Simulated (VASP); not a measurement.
# ZrS (Fm-3m) in VASP: further runs

ZrS is run at these levels: LDA; tasks: single point.

All numbers are computed with VASP 6.6.1; they aren't measurements. Logs are shortened: lines on timing, memory, paths and dates and some standing lists are left out, and cuts for length are marked.

## Step 1: The cell of the first run

Symmetry: Fm-3m, No. 225, cubic system. Conventional cell: a = 4.806 Å, b = 4.806 Å, c = 4.806 Å, α = 90.00°, β = 90.00°, γ = 90.00°. Zr (site symmetry m-3m) has 6 S at 2.40 Å within 3.2 Å. Within 3.2 Å of S (site symmetry m-3m) lie 6 Zr at 2.40 Å.

## Step 2: Single point, LDA, collinear spin (13.87 Å³/atom)

INCAR

```
PREC = Accurate
ENCUT = 520
EDIFF = 1E-6
ISMEAR = 0
SIGMA = 0.15
LREAL = False
LASPH = True
NELM = 150
ALGO = Normal
ISIF = 2
LWAVE = False
LCHARG = False
ISPIN = 2
MAGMOM = 0.8 0
LORBIT = 11
NUPDOWN = 0.8
LMAXMIX = 4
GGA = CA
NBANDS = 20
```

KPOINTS

```
regular mesh
0
Gamma
  16 16 16
```

POSCAR

```
ZrS
1.0
    0.0000000000      2.4028323044      2.4028323044
    2.4028323044      0.0000000000      2.4028323044
    2.4028323044      2.4028323044      0.0000000000
Zr S
1 1
Direct
    0.0000000000      0.0000000000      0.0000000000
    0.5000000000      0.5000000000      0.5000000000
```

Potentials or basis: VASP PAW LDA potentials, release 64 (Zr_sv, S).

The run is started by

```sh
$ cat potpaw_LDA.64/Zr_sv/POTCAR potpaw_LDA.64/S/POTCAR > POTCAR
$ mpirun -np 1 vasp_std > vasp.out
```

OUTCAR:

```text
PREC = Accurate
   ENCUT = 520
   EDIFF = 1E-6
   ISMEAR = 0
   LREAL = False
   LASPH = True
   NELM = 150
   ISIF = 2
   ISPIN = 2
   LORBIT = 11
   NUPDOWN = 0.8
   GGA = CA

 ion  position               nearest neighbor table
   1  0.000  0.000  0.000-   2 2.40   2 2.40   2 2.40   2 2.40   2 2.40   2 2.40
   2  0.500  0.500  0.500-   1 2.40   1 2.40   1 2.40   1 2.40   1 2.40   1 2.40

  LATTYP: Found a face centered cubic cell.
 ALAT       =     4.8056646088

  Lattice vectors:

 A1 = (   0.0000000000,   2.4028323044,   2.4028323044)
 A2 = (   2.4028323044,   0.0000000000,   2.4028323044)
 A3 = (   2.4028323044,   2.4028323044,   0.0000000000)

Analysis of symmetry for initial positions (statically):
=====================================================================
 Subroutine PRICEL returns:
 Original cell was already a primitive cell.

 Routine SETGRP: Setting up the symmetry group for a
 face centered cubic supercell.

 Subroutine GETGRP returns: Found 48 space group operations
 (whereof 48 operations were pure point group operations)
 out of a pool of 48 trial point group operations.

The static configuration has the point symmetry O_h .

Analysis of symmetry for dynamics (positions and initial velocities):
=====================================================================
 Subroutine PRICEL returns:
 Original cell was already a primitive cell.

 Routine SETGRP: Setting up the symmetry group for a
 face centered cubic supercell.

 Subroutine GETGRP returns: Found 48 space group operations
 (whereof 48 operations were pure point group operations)
 out of a pool of 48 trial point group operations.

The dynamic configuration has the point symmetry O_h .

Analysis of structural, dynamic, and magnetic symmetry:
=====================================================================
 Subroutine PRICEL returns:
 Original cell was already a primitive cell.

 Routine SETGRP: Setting up the symmetry group for a
 face centered cubic supercell.

 Subroutine GETGRP returns: Found 48 space group operations
 (whereof 48 operations were pure point group operations)
 out of a pool of 48 trial point group operations.

The overall configuration has the point symmetry O_h .

 Subroutine INISYM returns: Found 48 space group operations
 (whereof 48 operations are pure point group operations),
 and found     1 'primitive' translations

----------------------------------------------------------------------------------------

                                     Primitive cell

  volume of cell :      27.7460

  direct lattice vectors                    reciprocal lattice vectors
     0.000000000  2.402832304  2.402832304    -0.208087763  0.208087763  0.208087763
     2.402832304  0.000000000  2.402832304     0.208087763 -0.208087763  0.208087763
     2.402832304  2.402832304  0.000000000     0.208087763  0.208087763 -0.208087763

  length of vectors
     3.398118033  3.398118033  3.398118033     0.360418579  0.360418579  0.360418579

  position of ions in fractional coordinates (direct lattice)
     0.000000000  0.000000000  0.000000000
     0.500000000  0.500000000  0.500000000

  ion indices of the primitive-cell ions
   primitive index   ion index
                 1           1
                 2           2

----------------------------------------------------------------------------------------

 KPOINTS: regular mesh

Automatic generation of k-mesh.
 Grid dimensions read from file:
 generate k-points for:   16   16   16

 Generating k-lattice:

  Cartesian coordinates                     Fractional coordinates (reciprocal lattice)
    -0.013005485  0.013005485  0.013005485     0.062500000  0.000000000  0.000000000
     0.013005485 -0.013005485  0.013005485     0.000000000  0.062500000  0.000000000
     0.013005485  0.013005485 -0.013005485     0.000000000  0.000000000  0.062500000

  Length of vectors
     0.022526161  0.022526161  0.022526161

  Shift w.r.t. Gamma in fractional coordinates (k-lattice)
     0.000000000  0.000000000  0.000000000

 Subroutine IBZKPT returns following result:
 ===========================================

 Found    145 irreducible k-points:

 Following reciprocal coordinates:
            Coordinates               Weight
  0.000000  0.000000  0.000000      1.000000
  0.062500  0.000000  0.000000      8.000000
  0.125000  0.000000  0.000000      8.000000
  0.187500  0.000000  0.000000      8.000000
  0.250000  0.000000  0.000000      8.000000
  0.312500  0.000000  0.000000      8.000000
[... 16 lines left out ...]
 -0.125000  0.062500  0.000000     24.000000
 -0.062500  0.062500  0.000000     12.000000
 [... further k-points ...]
   k-points           NKPTS =    145   k-points in BZ     NKDIM =    145   number of bands    NBANDS=     20
   number of dos      NEDOS =    301   number of ions     NIONS =      2
   total plane-waves  NPLWV =  21952
   dimension x,y,z NGX =    28 NGY =   28 NGZ =   28
   dimension x,y,z NGXF=    56 NGYF=   56 NGZF=   56
   ions per type =               1   1
   NGX,Y,Z   is equivalent  to a cutoff of  13.70, 13.70, 13.70 a.u.
   NGXF,Y,Z  is equivalent  to a cutoff of  27.40, 27.40, 27.40 a.u.
 SYSTEM =  unknown system
   PREC   = accura    normal or accurate (medium, high low for compatibility)
   ISTART =      0    job   : 0-new  1-cont  2-samecut
   ICHARG =      2    charge: 1-file 2-atom 10-const
   ISPIN  =      2    spin polarized calculation?
   LNONCOLLINEAR =      F non collinear calculations
   LSORBIT =      F    spin-orbit coupling
   LASPH  =      T    aspherical Exc in radial PAW
   ENCUT  =  520.0 eV  38.22 Ry    6.18 a.u.   6.32  6.32  6.32*2*pi/ulx,y,z
   NELM   =    150;   NELMIN=  2; NELMDL= -5     # of ELM steps
   EDIFF  = 0.1E-05   stopping-criterion for ELM
   LREAL  =      F    real-space projection
[... 7 lines left out ...]
   TEBEG  =    0.0;   TEEND  =   0.0 temperature during run
   PSTRESS=    0.0 pullay stress
   NELECT =      18.0000    total number of electrons
   NUPDOWN=       0.8000    fix difference up-down
   EMIN   =  10.00;   EMAX   =-10.00  energy-range for DOS
   EFERMI =   0.00;   METHOD = LEGACY
   ISMEAR =     0;   SIGMA  =   0.15  broadening in eV -4-tet -1-fermi 0-gaus
   EFERMI_NEDOS =   21; number of points for ismear=-14 and -15
   IALGO  =     38    algorithm
   IMIX   =      4    mixing-type and parameters
     AMIX     =   0.40;   BMIX     =  1.00
     AMIX_MAG =   1.60;   BMIX_MAG =  1.00
  volume/ion in A,a.u.               =      13.87        93.62
  Fermi-wavevector in a.u.,A,eV,Ry     =   1.417203  2.678126 27.326834  2.008466
  Thomas-Fermi vector in A             =   2.538458
   LORBIT       =     11    0 simple, 1 ext, 2 COOP (PROOUT), +10 PAW based schemes
   GGA     = CA    functional components
   LHFCALC =     F    Hartree Fock is set to
   AEXX    =    0.0000 exact exchange contribution
   IVDW    =     0    specifies the selected vdW correction
   LEPSILON=     F    determine dielectric tensor
   LRPA    =     F    only Hartree local field effects (RPA)
 spin polarized calculation
 Gauss-broadening in eV      SIGMA  =   0.15
  energy-cutoff  :      520.00
  volume of cell :       27.75
 maximum number of plane-waves:       758
 NGX is ok and might be reduce to    28
   NGX = 13   NGY = 13   NGZ = 13

 number of electron      18.0000001 magnetization       0.8000000

 Free energy of the ion-electron system (eV)
  ---------------------------------------------------
  ext. energy  EPLUGINS =         0.00000000
  ---------------------------------------------------
  free energy    TOTEN  =       -16.12029382 eV

  energy without entropy =      -16.11116830  energy(sigma->0) =      -16.11573106

 E-fermi :  13.3328     XC(G=0): -12.8292

 val. band max:       14.6695431736   @ k =  -0.1250   0.1250   0.0000
 cond. band min:      13.3493621510   @ k =   0.5000   0.2500   0.1250
 fundamental gap:     -1.3201810226
 Fermi energy:        14.7236159103

 spin component 1

 k-point     1 :       0.0000    0.0000    0.0000
  band No.  band energies     occupation
      1     -35.0593      1.00000
      2     -13.1763      1.00000
      3     -13.1763      1.00000
      4     -13.1763      1.00000
      5      -2.8759      1.00000
      6      10.6246      1.00000
[... 12 lines left out ...]
     19      34.8124      0.00000
     20      34.8124      0.00000

 k-point     2 :       0.0625    0.0000    0.0000
  band No.  band energies     occupation
      1     -35.0555      1.00000
      2     -13.2201      1.00000
      3     -13.1794      1.00000
      4     -13.1794      1.00000
      5      -2.7845      1.00000
      6      10.1346      1.00000
[... 12 lines left out ...]
     19      33.8597      0.00000
     20      33.8597      0.00000

 k-point     3 :       0.1250    0.0000    0.0000
  band No.  band energies     occupation
      1     -35.0446      1.00000
      2     -13.3420      1.00000
      3     -13.1881      1.00000
      4     -13.1881      1.00000
      5      -2.5218      1.00000
      6       9.1962      1.00000
[... 12 lines left out ...]
     19      32.8098      0.00000
     20      32.8098      0.00000

 k-point     4 :       0.1875    0.0000    0.0000
  band No.  band energies     occupation
      1     -35.0283      1.00000
      2     -13.5176      1.00000
      3     -13.2011      1.00000
      4     -13.2011      1.00000
      5      -2.1190      1.00000
      6       8.1622      1.00000
[... 429 lines left out ...]
 k-point    23 :      -0.1250    0.0625    0.0000
  band No.  band energies     occupation
      1     -35.0367      1.00000
      2     -13.4128      1.00000
      3     -13.2222      1.00000
      4     -13.1822      1.00000
      5      -2.3354      1.00000
      6       8.5631      1.00000
[... 12 lines left out ...]
     19      31.1575      0.00000
     20      33.2023      0.00000

 k-point    24 :      -0.0625    0.0625    0.0000
  band No.  band energies     occupation
      1     -35.0493      1.00000
      2     -13.2809      1.00000
      3     -13.1999      1.00000
      4     -13.1773      1.00000
      5      -2.6382      1.00000
      6       9.4582      1.00000
[... 12 lines left out ...]
     19      32.4292      0.00000
     20      33.8581      0.00000

 [... further k-points ...]

 spin component 2

 k-point     1 :       0.0000    0.0000    0.0000
  band No.  band energies     occupation
      1     -34.8163      1.00000
      2     -12.9022      1.00000
      3     -12.9022      1.00000
      4     -12.9022      1.00000
      5      -2.6611      1.00000
      6      10.8277      1.00000
[... 12 lines left out ...]
     19      35.1364      0.00000
     20      35.1365      0.00000

 k-point     2 :       0.0625    0.0000    0.0000
  band No.  band energies     occupation
      1     -34.8126      1.00000
      2     -12.9459      1.00000
      3     -12.9053      1.00000
      4     -12.9053      1.00000
      5      -2.5701      1.00000
      6      10.3589      1.00000
[... 12 lines left out ...]
     19      34.1295      0.00000
     20      34.1295      0.00000

 k-point     3 :       0.1250    0.0000    0.0000
  band No.  band energies     occupation
      1     -34.8018      1.00000
      2     -13.0675      1.00000
      3     -12.9139      1.00000
      4     -12.9139      1.00000
      5      -2.3088      1.00000
      6       9.4352      1.00000
[... 12 lines left out ...]
     19      33.0649      0.00000
     20      33.0649      0.00000

 k-point     4 :       0.1875    0.0000    0.0000
  band No.  band energies     occupation
      1     -34.7857      1.00000
      2     -13.2425      1.00000
      3     -12.9267      1.00000
      4     -12.9267      1.00000
      5      -1.9083      1.00000
      6       8.4084      1.00000
[... 429 lines left out ...]
 k-point    23 :      -0.1250    0.0625    0.0000
  band No.  band energies     occupation
      1     -34.7939      1.00000
      2     -13.1380      1.00000
      3     -12.9478      1.00000
      4     -12.9079      1.00000
      5      -2.1235      1.00000
      6       8.8013      1.00000
[... 12 lines left out ...]
     19      31.4167      0.00000
     20      33.4482      0.00000

 k-point    24 :      -0.0625    0.0625    0.0000
  band No.  band energies     occupation
      1     -34.8065      1.00000
      2     -13.0065      1.00000
      3     -12.9257      1.00000
      4     -12.9032      1.00000
      5      -2.4246      1.00000
      6       9.6883      1.00000
[... 12 lines left out ...]
     19      32.6971      0.00000
     20      34.1166      0.00000

 [... further k-points ...]

------------------------ aborting loop because EDIFF is reached ----------------------------------------

  FORCE on cell =-STRESS in cart. coord.  units (eV):
  Direction    XX          YY          ZZ          XY          YZ          ZX
  --------------------------------------------------------------------------------------
  -------------------------------------------------------------------------------------
  Total        8.7032112      8.7032112      8.7032112      0.0000000      0.0000000      0.0000000
  in kB      502.5620895    502.5620895    502.5620895      0.0000000      0.0000000      0.0000000
  external PRESSURE =     502.5620895 kB  Pullay stress =       0.0000000 kB

 VOLUME and BASIS-vectors are now :
 -----------------------------------------------------------------------------
  energy-cutoff  :      520.00
  volume of cell :       27.75
      direct lattice vectors                 reciprocal lattice vectors
     0.000000000  2.402832304  2.402832304    -0.208087763  0.208087763  0.208087763
     2.402832304  0.000000000  2.402832304     0.208087763 -0.208087763  0.208087763
     2.402832304  2.402832304  0.000000000     0.208087763  0.208087763 -0.208087763

 POSITION                                       TOTAL-FORCE (eV/Angst)
 -----------------------------------------------------------------------------------
      0.00000      0.00000      0.00000         0.000000      0.000000      0.000000
      2.40283      2.40283      2.40283         0.000000      0.000000     -0.000000
 -----------------------------------------------------------------------------------
    total drift:                                0.000000      0.000000      0.000000

  FREE ENERGIE OF THE ION-ELECTRON SYSTEM (eV)
  ---------------------------------------------------
  free  energy   TOTEN  =       -16.1202938207 eV

  energy  without entropy=      -16.1111682979  energy(sigma->0) =      -16.11573106

 total charge

# of ion       s       p       d       tot
------------------------------------------
    1        2.174   6.028   2.099  10.301
    2        1.328   2.595   0.000   3.923
--------------------------------------------------
tot          3.502   8.622   2.099  14.224

 magnetization (x)

# of ion       s       p       d       tot
------------------------------------------
    1        0.008   0.004   0.429   0.441
    2        0.005   0.053   0.000   0.058
--------------------------------------------------
tot          0.012   0.058   0.429   0.499
```

It took 73 s on 1 thread of Intel Xeon 6975P-C (Granite Rapids), shared host; peak memory 0.23 GiB.

What came out:

```yaml
Free_energy: -16.1203 eV
Pressure: 50.3 GPa
Net_moment: 0.80 μB per cell
Site_moments: Zr +0.44; S +0.06 μB
Valence_electrons_inside_the_program's_atomic_spheres: Zr 10.30; S 3.92
```

Caveat: the cell stands under pressure; the total moment is fixed, so each spin has its own Fermi level and the state may be an excited one.

## Step 3: Single point, LDA, collinear spin (13.87 Å³/atom)

INCAR

```
SYSTEM = ZrS
PREC     = Accurate       ! precision mode
ENCUT    = 520            ! plane-wave cutoff, eV
EDIFF    = 1E-6           ! SCF threshold, eV
ISMEAR   = 0              ! smearing method
SIGMA    = 0.15           ! smearing width, eV
LREAL    = .False.        ! projectors in reciprocal space
LASPH    = .True.         ! aspherical terms in the spheres
NELM     = 150            ! most SCF steps
ALGO     = Normal         ! electronic algorithm
ISIF     = 2              ! what is computed and relaxed
LWAVE    = .False.        ! write WAVECAR
LCHARG   = .True.         ! write CHGCAR
ISPIN    = 2              ! spin polarisation
MAGMOM   = 0.4 0          ! initial moments
LORBIT   = 11             ! projections on sites
NUPDOWN  = 0.4            ! fixed moment
LMAXMIX  = 4              ! l up to which the mixer works
GGA      = CA             ! functional
LELF     = .True.         ! ELF
LVHAR    = .True.       
NBANDS   = 20             ! bands
```

KPOINTS

```
regular mesh
0
Gamma
  16 16 16
  0 0 0
```

POSCAR is that of step 2.

Potentials or basis: VASP PAW LDA potentials, release 64 (Zr_sv, S).

The run is started by

```sh
$ cat potpaw_LDA.64/Zr_sv/POTCAR potpaw_LDA.64/S/POTCAR > POTCAR
$ mpirun -np 1 vasp_std > vasp.out
```

It took 70 s on 1 thread of Intel Xeon 6975P-C (Granite Rapids), shared host; peak memory 0.23 GiB.

Results (log left out):

```
Free energy                                           : -16.3233 eV
Pressure                                              : 48.6 GPa
Net moment                                            : 0.40 μB per cell
Site moments                                          : Zr +0.22; S +0.03 μB
Valence electrons inside the program's atomic spheres : Zr 10.29; S 3.92
```

Caveat: the cell stands under pressure; the total moment is fixed, so each spin has its own Fermi level and the state may be an excited one.

(Part 1 of 2 ends here.)
